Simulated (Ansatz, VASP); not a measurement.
**Two plane-wave programs on MgBe2SeO2**

```
Mg Be Se O
1.0
     2.34007   -6.96155    0.00000
     2.34007    6.96155    0.00000
     0.00000    0.00000    2.59335
Mg Be Se O
1 2 1 2
Direct
  0.50000 0.50000 0.50000
  0.50000 0.00000 0.50000
  0.00000 0.50000 0.50000
  0.00000 0.00000 0.00000
  0.73386 0.26614 0.00000
  0.26614 0.73386 0.00000
```

Change from the starting cell: species swapped into the CeAlCu2Ni2 type (Cmmm, No. 65).

Alike in both runs: task relaxation of cell and atoms; functional PBE; k mesh 4 × 4 × 6; occupations gaussian, width 0.1 eV; no spin polarisation.

|  | VASP | Ansatz |
| --- | --- | --- |
| version | VASP 6.6.1 | Ansatz 0.2.0 |
| potentials or method | VASP PAW PBE potentials, release 64 (Mg, Be, Se, O), cutoff 600 eV | scalar-relativistic, plane waves, PAW |
| valence electrons in the cell | 24 | 42 |

|  | VASP | Ansatz | Ansatz less VASP |
| --- | --- | --- | --- |
| gap on the k mesh at the Fermi level, each at its own relaxed structure (eV) | none | none | - |
| relaxed volume (Å³/atom) | 16.35 | 15.75 | -0.600 |
| relaxed cell length with the largest relative difference (Å) | 8.457 | 8.179 | -0.2771 |

A gap of «none» marks a metal or a gap that the smearing closes. VASP's potentials hold 24 valence electrons a cell and Ansatz's 42, so a difference there can come from the potentials and not from the codes.

The k mesh is coarse, so the values compare programs but aren't converged. Noted on VASP's run: the volume moved by over 15 % at a fixed basis, so the end points are rough.
